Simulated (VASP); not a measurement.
Crystal: Bi.

```xyz
1
Lattice="-1.9814 1.9814 1.9814 1.9814 -1.9814 1.9814 1.9814 1.9814 -1.9814" Properties=species:S:1:pos:R:3 pbc="T T T"
Bi    0.0000    0.0000    0.0000
```

```yaml
Program: VASP 6.6.1
Task: relaxation of cell and atoms
Functional: PBEsol
Dispersion: D3(BJ)
Potentials_or_basis: VASP PAW PBE potentials, release 64 (Bi_d)
Cutoff: 600 eV
k_mesh: 9 × 9 × 9
Occupations: fermi-dirac, width 0.05 eV
Spin: no spin polarisation
```

At the start: pressure -4.8 GPa; volume 31.12 Å³/atom.

Q: How do energy, volume and symmetry change on relaxing?

A: Over 3 steps the energy falls by 41.6 meV/atom and the volume is 28.54 Å³/atom (-8.3 %); space group Im-3m (No. 229, to 0.05 Å).

The path:
```tsv
step	energy change (eV)	largest force (eV/Å)	pressure (GPa)	volume (Å³)
1	0.0000	0.0000	-4.81	31.12
2	-0.0256	0.0000	3.80	27.10
3	-0.0416	0.0000	0.03	28.54
```

Final structure:
```cif
data_structure
_symmetry_space_group_name_H-M 'P 1'
_symmetry_Int_Tables_number 1
_cell_length_a 3.3344
_cell_length_b 3.3344
_cell_length_c 3.3344
_cell_angle_alpha 109.471
_cell_angle_beta 109.471
_cell_angle_gamma 109.471
_cell_volume 28.54
loop_
_atom_site_label
_atom_site_type_symbol
_atom_site_fract_x
_atom_site_fract_y
_atom_site_fract_z
_atom_site_occupancy
Bi1 Bi 0.00000 0.00000 0.00000 1
```

Caveat: the PAW data sets were made with another functional, which shifts forces and pressure a little; pairwise dispersion overbinds metals, which lowers pressure and volume.
